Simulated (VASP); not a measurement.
# Te2Mo (P6_3/mmc) in VASP: single point with r2SCAN

Aim: the single point of Te2Mo with r2SCAN.

All numbers are computed with VASP 6.6.1; they aren't measurements. Logs are shortened: lines on timing, memory, paths and dates and some standing lists are left out, and cuts for length are marked.

**What was measured.**

From “Broadband infrared study of pressure-tunable Fano resonance and metallization transition in 2H-MoTe2”, 2022, pmc:9569381, for a bulk crystal of Te2Mo at 300 K: band gap 0.88 ± 0.05 eV (indirect).

The results are compared with them further down.

**1. The cell of the first run**

It takes space group P6_3/mmc (No. 194, hexagonal). The conventional cell has a = 3.518 Å, b = 3.518 Å, c = 13.974 Å, α = 90.00°, β = 90.00°, γ = 120.00°. Within 3.6 Å of Te (site symmetry 3m) lie 3 Mo at 2.72 Å and 6 Te at 3.52 Å. Within 3.6 Å of Mo (site symmetry -6m2) lie 6 Te at 2.72 Å and 6 Mo at 3.52 Å.

**2. Single point, r2SCAN**

Contents of POSCAR:

```
Te2Mo
1.0
    3.5182000000      0.0000000000      0.0000000000
   -1.7591000000      3.0468505756      0.0000000000
    0.0000000000      0.0000000000     13.9736000000
Te Mo
4 2
Direct
    0.3333333333      0.6666666667      0.6210000000
    0.6666666667      0.3333333333      0.1210000000
    0.3333333333      0.6666666667      0.8790000000
    0.6666666667      0.3333333333      0.3790000000
    0.3333333333      0.6666666667      0.2500000000
    0.6666666667      0.3333333333      0.7500000000
```

Contents of INCAR.step1:

```
SYSTEM = Te2Mo
  ALGO = Normal
  EDIFF = 1E-4
  ENCUT = 520
  GGA = PE
  ISMEAR = 0
  LASPH = .True.
  LCHARG = .False.
  LREAL = .False.
  LWAVE = .True.
  NBANDS = 35
  NELM = 60
  PREC = Accurate
  SIGMA = 0.01
```

Contents of INCAR.step2:

```
SYSTEM = Te2Mo
  ALGO = Normal
  EDIFF = 1E-7
  ENCUT = 520
  ISIF = 2
  ISMEAR = 0
  ISTART = 1
  LASPH = .True.
  LCHARG = .True.
  LELF = .True.
  LMIXTAU = .True.
  LREAL = .False.
  LVHAR = .True.
  LWAVE = .False.
  METAGGA = R2SCAN
  NBANDS = 35
  NELM = 60
  PREC = Accurate
  SIGMA = 0.01
```

Contents of KPOINTS:

```
k-points
0
Gamma
  12 12 3
  0 0 0
```

Potentials or basis: VASP PAW PBE potentials, release 64 (Te, Mo_sv).

Command:

```console
$ cat potpaw_PBE.64/Te/POTCAR potpaw_PBE.64/Mo_sv/POTCAR > POTCAR
$ cp INCAR.step1 INCAR
$ mpirun -np 1 vasp_std > vasp.out
$ cp INCAR.step2 INCAR
$ mpirun -np 1 vasp_std > vasp.out
```

OUTCAR:

```text
SYSTEM = Te2Mo
   EDIFF = 1E-7
   ENCUT = 520
   ISIF = 2
   ISMEAR = 0
   ISTART = 1
   LASPH = .True.
   LREAL = .False.
   METAGGA = R2SCAN
   NELM = 60
   PREC = Accurate

 ion  position               nearest neighbor table
   1  0.333  0.667  0.621-   6 2.72   6 2.72   6 2.72   3 3.61
   2  0.667  0.333  0.121-   5 2.72   5 2.72   5 2.72   4 3.61
   3  0.333  0.667  0.879-   6 2.72   6 2.72   6 2.72   1 3.61
   4  0.667  0.333  0.379-   5 2.72   5 2.72   5 2.72   2 3.61
   5  0.333  0.667  0.250-   2 2.72   4 2.72   2 2.72   4 2.72   2 2.72   4 2.72
   6  0.667  0.333  0.750-   1 2.72   3 2.72   1 2.72   3 2.72   1 2.72   3 2.72

  LATTYP: Found a hexagonal cell.
 ALAT       =     3.5182000000
 C/A-ratio  =     3.9718037633

  Lattice vectors:

 A1 = (   3.5182000000,   0.0000000000,   0.0000000000)
 A2 = (  -1.7591000000,   3.0468505756,   0.0000000000)
 A3 = (   0.0000000000,   0.0000000000,  13.9736000000)

Analysis of symmetry for initial positions (statically):
=====================================================================
 Subroutine PRICEL returns:
 Original cell was already a primitive cell.

 Routine SETGRP: Setting up the symmetry group for a
 hexagonal supercell.

 Subroutine GETGRP returns: Found 24 space group operations
 (whereof 12 operations were pure point group operations)
 out of a pool of 24 trial point group operations.

The static configuration has the point symmetry D_3d.
 The point group associated with its full space group is D_6h.

Analysis of symmetry for dynamics (positions and initial velocities):
=====================================================================
 Subroutine PRICEL returns:
 Original cell was already a primitive cell.

 Routine SETGRP: Setting up the symmetry group for a
 hexagonal supercell.

 Subroutine GETGRP returns: Found 24 space group operations
 (whereof 12 operations were pure point group operations)
 out of a pool of 24 trial point group operations.

The dynamic configuration has the point symmetry D_3d.
 The point group associated with its full space group is D_6h.

 Subroutine INISYM returns: Found 24 space group operations
 (whereof 12 operations are pure point group operations),
 and found     1 'primitive' translations

----------------------------------------------------------------------------------------

                                     Primitive cell

  volume of cell :     149.7890

  direct lattice vectors                    reciprocal lattice vectors
     3.518200000  0.000000000  0.000000000     0.284236257  0.164103880  0.000000000
    -1.759100000  3.046850576  0.000000000     0.000000000  0.328207759  0.000000000
     0.000000000  0.000000000 13.973600000     0.000000000  0.000000000  0.071563520

  length of vectors
     3.518200000  3.518200000 13.973600000     0.328207759  0.328207759  0.071563520

  position of ions in fractional coordinates (direct lattice)
     0.333333333  0.666666667  0.621000000
     0.666666667  0.333333333  0.121000000
     0.333333333  0.666666667  0.879000000
     0.666666667  0.333333333  0.379000000
     0.333333333  0.666666667  0.250000000
     0.666666667  0.333333333  0.750000000

  ion indices of the primitive-cell ions
   primitive index   ion index
                 1           1
                 2           2
                 3           3
                 4           4
                 5           5
                 6           6

----------------------------------------------------------------------------------------

 KPOINTS: k-points

Automatic generation of k-mesh.
 Grid dimensions read from file:
 generate k-points for:   12   12    3

 Generating k-lattice:

  Cartesian coordinates                     Fractional coordinates (reciprocal lattice)
     0.023686355  0.013675323  0.000000000     0.083333333  0.000000000  0.000000000
     0.000000000  0.027350647  0.000000000     0.000000000  0.083333333  0.000000000
     0.000000000  0.000000000  0.023854507     0.000000000  0.000000000  0.333333333

  Length of vectors
     0.027350647  0.027350647  0.023854507

  Shift w.r.t. Gamma in fractional coordinates (k-lattice)
     0.000000000  0.000000000  0.000000000

 Subroutine IBZKPT returns following result:
 ===========================================

 Found     38 irreducible k-points:

 Following reciprocal coordinates:
            Coordinates               Weight
  0.000000  0.000000  0.000000      1.000000
  0.083333  0.000000  0.000000      6.000000
  0.166667  0.000000  0.000000      6.000000
  0.250000  0.000000  0.000000      6.000000
  0.333333  0.000000  0.000000      6.000000
  0.416667  0.000000  0.000000      6.000000
[... 16 lines left out ...]
  0.250000  0.000000  0.333333     12.000000
  0.333333  0.000000  0.333333     12.000000
 [... further k-points ...]
   k-points           NKPTS =     38   k-points in BZ     NKDIM =     38   number of bands    NBANDS=     35
   number of dos      NEDOS =    301   number of ions     NIONS =      6
   total plane-waves  NPLWV =  84672
   dimension x,y,z NGX =    28 NGY =   28 NGZ =  108
   dimension x,y,z NGXF=    56 NGYF=   56 NGZF=  216
   ions per type =               4   2
   NGX,Y,Z   is equivalent  to a cutoff of  13.23, 13.23, 12.85 a.u.
   NGXF,Y,Z  is equivalent  to a cutoff of  26.46, 26.46, 25.70 a.u.
 SYSTEM =  Te2Mo
   PREC   = accura    normal or accurate (medium, high low for compatibility)
   ISTART =      1    job   : 0-new  1-cont  2-samecut
   ICHARG =      0    charge: 1-file 2-atom 10-const
   ISPIN  =      1    spin polarized calculation?
   LNONCOLLINEAR =      F non collinear calculations
   LSORBIT =      F    spin-orbit coupling
   LASPH  =      T    aspherical Exc in radial PAW
   ENCUT  =  520.0 eV  38.22 Ry    6.18 a.u.   6.54  6.54 25.98*2*pi/ulx,y,z
   NELM   =     60;   NELMIN=  2; NELMDL=  0     # of ELM steps
   EDIFF  = 0.1E-06   stopping-criterion for ELM
   LREAL  =      F    real-space projection
   EDIFFG = 0.1E-05   stopping-criterion for IOM
   NSW    =      0    number of steps for IOM
   IBRION =     -1    ionic relax: 0-MD 1-quasi-New 2-CG
   NFREE  =      0    steps in history (QN), initial steepest desc. (CG)
   ISIF   =      2    stress and relaxation
   ISYM   =      2    0-nonsym 1-usesym 2-fastsym
   POTIM  = 0.5000    time-step for ionic-motion
   TEBEG  =    0.0;   TEEND  =   0.0 temperature during run
   PSTRESS=    0.0 pullay stress
   NELECT =      52.0000    total number of electrons
   NUPDOWN=      -1.0000    fix difference up-down
   EMIN   =  10.00;   EMAX   =-10.00  energy-range for DOS
   EFERMI =   0.00;   METHOD = LEGACY
   ISMEAR =     0;   SIGMA  =   0.01  broadening in eV -4-tet -1-fermi 0-gaus
   EFERMI_NEDOS =   21; number of points for ismear=-14 and -15
   IALGO  =     38    algorithm
   IMIX   =      4    mixing-type and parameters
     AMIX     =   0.40;   BMIX     =  1.00
     AMIX_MAG =   1.60;   BMIX_MAG =  1.00
  volume/ion in A,a.u.               =      24.96       168.47
  Fermi-wavevector in a.u.,A,eV,Ry     =   1.150578  2.174277 18.011787  1.323829
  Thomas-Fermi vector in A             =   2.287241
   LORBIT       =      0    0 simple, 1 ext, 2 COOP (PROOUT), +10 PAW based schemes
   METAGGA = R2SCAN    functional components
   LHFCALC =     F    Hartree Fock is set to
   AEXX    =    0.0000 exact exchange contribution
   IVDW    =     0    specifies the selected vdW correction
   LEPSILON=     F    determine dielectric tensor
   LRPA    =     F    only Hartree local field effects (RPA)
 non-spin polarized calculation
 Gauss-broadening in eV      SIGMA  =   0.01
  energy-cutoff  :      520.00
  volume of cell :      149.79
 maximum number of plane-waves:      4095
 NGX is ok and might be reduce to    28
   NGX = 13   NGY = 13   NGZ = 51

 number of electron      51.9999997 magnetization

 Free energy of the ion-electron system (eV)
  ---------------------------------------------------
  ext. energy  EPLUGINS =         0.00000000
  ---------------------------------------------------
  free energy    TOTEN  =      -155.58645925 eV

  energy without entropy =     -155.58645925  energy(sigma->0) =     -155.58645925

 E-fermi :   8.2502     XC(G=0): -11.0267

 val. band max:        8.0736007239   @ k =   0.0000   0.0000   0.0000
 cond. band min:       8.9383268772   @ k =   0.2500   0.1667   0.0000
 fundamental gap:      0.8647261533
 Fermi energy:         8.2502359465

 k-point     1 :       0.0000    0.0000    0.0000
  band No.  band energies     occupation
      1     -54.7093      2.00000
      2     -54.7093      2.00000
      3     -28.1541      2.00000
      4     -28.1540      2.00000
      5     -28.0307      2.00000
      6     -28.0307      2.00000
[... 27 lines left out ...]
     34      11.5958      0.00000
     35      14.4166      0.00000

 k-point     2 :       0.0833    0.0000    0.0000
  band No.  band energies     occupation
      1     -54.7086      2.00000
      2     -54.7086      2.00000
      3     -28.1519      2.00000
      4     -28.1519      2.00000
      5     -28.0404      2.00000
      6     -28.0404      2.00000
[... 27 lines left out ...]
     34      11.3946      0.00000
     35      14.8277      0.00000

 k-point     3 :       0.1667    0.0000    0.0000
  band No.  band energies     occupation
      1     -54.7065      2.00000
      2     -54.7065      2.00000
      3     -28.1459      2.00000
      4     -28.1459      2.00000
      5     -28.0667      2.00000
      6     -28.0667      2.00000
[... 27 lines left out ...]
     34      11.6025      0.00000
     35      14.9853      0.00000
[... 723 lines left out ...]
 k-point    23 :       0.2500    0.0000    0.3333
  band No.  band energies     occupation
      1     -54.7037      2.00000
      2     -54.7037      2.00000
      3     -28.1377      2.00000
      4     -28.1377      2.00000
      5     -28.1025      2.00000
      6     -28.1025      2.00000
[... 27 lines left out ...]
     34      11.7364      0.00000
     35      14.6417      0.00000

 k-point    24 :       0.3333    0.0000    0.3333
  band No.  band energies     occupation
      1     -54.7009      2.00000
      2     -54.7009      2.00000
      3     -28.1379      2.00000
      4     -28.1379      2.00000
      5     -28.1296      2.00000
      6     -28.1296      2.00000
[... 27 lines left out ...]
     34      11.8558      0.00000
     35      13.5221      0.00000

 [... further k-points ...]

------------------------ aborting loop because EDIFF is reached ----------------------------------------

  FORCE on cell =-STRESS in cart. coord.  units (eV):
  Direction    XX          YY          ZZ          XY          YZ          ZX
  --------------------------------------------------------------------------------------
  -------------------------------------------------------------------------------------
  Total        2.3907295      2.3907295      1.8145938     -0.0000000      0.0000000     -0.0000000
  in kB       25.5717849     25.5717849     19.4093069     -0.0000000      0.0000000     -0.0000000
  external PRESSURE =      23.5176256 kB  Pullay stress =       0.0000000 kB

 VOLUME and BASIS-vectors are now :
 -----------------------------------------------------------------------------
  energy-cutoff  :      520.00
  volume of cell :      149.79
      direct lattice vectors                 reciprocal lattice vectors
     3.518200000  0.000000000  0.000000000     0.284236257  0.164103880  0.000000000
    -1.759100000  3.046850576  0.000000000     0.000000000  0.328207759  0.000000000
     0.000000000  0.000000000 13.973600000     0.000000000  0.000000000  0.071563520

 POSITION                                       TOTAL-FORCE (eV/Angst)
 -----------------------------------------------------------------------------------
     -0.00000      2.03123      8.67761        -0.000000      0.000000      0.051232
      1.75910      1.01562      1.69081        -0.000000     -0.000000      0.051232
     -0.00000      2.03123     12.28279         0.000000      0.000000     -0.051232
      1.75910      1.01562      5.29599        -0.000000      0.000000     -0.051232
     -0.00000      2.03123      3.49340         0.000000      0.000000      0.000000
      1.75910      1.01562     10.48020         0.000000     -0.000000      0.000000
 -----------------------------------------------------------------------------------
    total drift:                               -0.000000      0.000000     -0.000000

  FREE ENERGIE OF THE ION-ELECTRON SYSTEM (eV)
  ---------------------------------------------------
  free  energy   TOTEN  =      -155.5864592450 eV

  energy  without entropy=     -155.5864592450  energy(sigma->0) =     -155.58645925
```

Wall time 9.3 min (1 thread of AMD EPYC 9R45 (Zen 5), shared host); peak memory 0.38 GiB.

What came out:

```
Free energy            : -155.5865 eV
Pressure               : 2.4 GPa
Largest force          : 0.051 eV/Å
Band gap on the k mesh : 0.86 eV, indirect (least direct gap 1.13 eV)
```

Forces in eV/Å, atoms in the order of the input:
```
Te   0.000  0.000  0.051
Te   0.000  0.000  0.051
Te   0.000  0.000 -0.051
Te   0.000  0.000 -0.051
Mo   0.000  0.000  0.000
Mo   0.000  0.000  0.000
```

Levels at points of the mesh, in eV from the valence-band top:
```tsv
k point	band 24	band 25	band 26	band 27	band 28	band 29
(0.00, 0.00, 0.00)	-1.08	-0.42	0.00	3.02	3.02	3.15
(0.50, 0.00, 0.00)	-1.00	-0.72	-0.43	1.35	1.41	1.58
```

Caveat: the PAW data sets were made with another functional, which shifts forces and pressure a little; spin-orbit coupling is left out, which moves the levels of the heavy elements.

**3. Comparison with measurements**

Step 2. Against the measured gap of Te2Mo, 0.88 eV (indirect; 300 K; quoted in “Broadband infrared study of pressure-tunable Fano resonance and metallization transition in 2H-MoTe2”, 2022, pmc:9569381), the calculated 0.86 eV is off by -0.02 eV. Spin-orbit coupling on Mo, Te is left out. The value is that of r2SCAN on a finite k mesh, which can miss the band edges, without temperature or zero-point motion.
